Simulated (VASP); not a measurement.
Input of a VASP 6.6.1 run:

File INCAR:

```
PREC = Accurate
ENCUT = 600
EDIFF = 1E-6
ISMEAR = 0
SIGMA = 0.15
LREAL = F
LASPH = T
NELM = 120
ALGO = Normal
ISIF = 2
LWAVE = F
LCHARG = F
GGA = PE
NBANDS = 29
GGA_COMPAT = F
```

The input KPOINTS:

```
Automatic mesh
0
Gamma
  2 2 2
```

Contents of POSCAR:

```
Sb2Te4O
1.0
    0.0000000000      4.7062564420      4.7062564420
    4.7062564420      0.0000000000      4.7062564420
    4.7062564420      4.7062564420      0.0000000000
Sb Te O
2 4 1
Direct
    0.7500000000      0.7500000000      0.7500000000
    0.0000000000      0.0000000000      0.0000000000
    0.3638245579      0.3638245579      0.3638245579
    0.3638245579      0.3638245579      0.9085263262
    0.3638245579      0.9085263262      0.3638245579
    0.9085263262      0.3638245579      0.3638245579
    0.5000000000      0.5000000000      0.5000000000
```

Potentials or basis: VASP PAW PBE potentials, release 64 (Sb, Te, O).

Run with:

```bash
$ cat potpaw_PBE.64/Sb/POTCAR potpaw_PBE.64/Te/POTCAR potpaw_PBE.64/O/POTCAR > POTCAR
$ mpirun -np 1 vasp_std > vasp.out
```

What does it give for the pressure?

-0.3 GPa.

Predict the band gap on the k mesh.

zero (bands 20 and 21 overlap by 1.01 eV).

Estimate the largest force.

0.068 eV/Å.

Forces in eV/Å, atoms in the order of the input:
```
Sb   0.000  0.000  0.000
Sb   0.000  0.000  0.000
Te  -0.039 -0.039 -0.039
Te   0.039  0.039 -0.039
Te   0.039 -0.039  0.039
Te  -0.039  0.039  0.039
O    0.000  0.000  0.000
```

Caveat: the k points lie up to 0.58 Å⁻¹ apart, too coarse for converged energies and pressures of a metal; spin-orbit coupling is left out, which moves the levels of the heavy elements.
